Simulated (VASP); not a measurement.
Wanted: the native input for a VASP 6.6.1 run.

```
Task                   : single point
Functional             : PBE
Potentials or basis    : VASP PAW PBE potentials, release 64 (Mn_pv)
Cutoff                 : 520 eV
k mesh                 : 19 × 19 × 19
Occupations            : fermi-dirac, width 0.0612256 eV
Spin                   : no spin polarisation
Dipole correction      : no
Further INCAR settings : ALGO = Normal; EDIFF = 1e-06; NBANDS = 20
```

The structure of Mn lies in POSCAR:

```
Mn
1.0
    0.0000000000      2.4593933276      2.4593933276
    2.4593933276      0.0000000000      2.4593933276
    2.4593933276      2.4593933276      0.0000000000
Mn
2
Direct
    0.0000000000      0.0000000000      0.0000000000
    0.2500000000      0.2500000000      0.2500000000
```

This isn't the form of Mn at room conditions, which is a 58-atom cubic cell.

These files were run (other wordings do the same):

INCAR

```
PREC = Accurate
ENCUT = 520
EDIFF = 1E-6
ISMEAR = -1
SIGMA = 0.06122561905347299
LREAL = F
LASPH = T
NELM = 100
ALGO = Normal
ISIF = 2
LWAVE = F
LCHARG = F
GGA = PE
NBANDS = 20
```

KPOINTS

```
Automatic mesh
0
Gamma
  19 19 19
```

Potentials or basis: VASP PAW PBE potentials, release 64 (Mn_pv).

The run is started by

```bash
$ cat potpaw_PBE.64/Mn_pv/POTCAR > POTCAR
$ mpirun -np 1 vasp_std > vasp.out
```

It gave:

```json
{
  "Pressure": "3.6 GPa",
  "Band gap on the k mesh": "zero (bands 13 and 14 overlap by 0.64 eV)"
}
```

Caveat: the cell stands under pressure; the run has no spin polarisation, though such a crystal can be magnetic.

Wall time 45 s on 1 thread of Intel(R) Xeon(R) 6975P-C (Granite Rapids), on a shared host, peak memory 0.23 GiB.
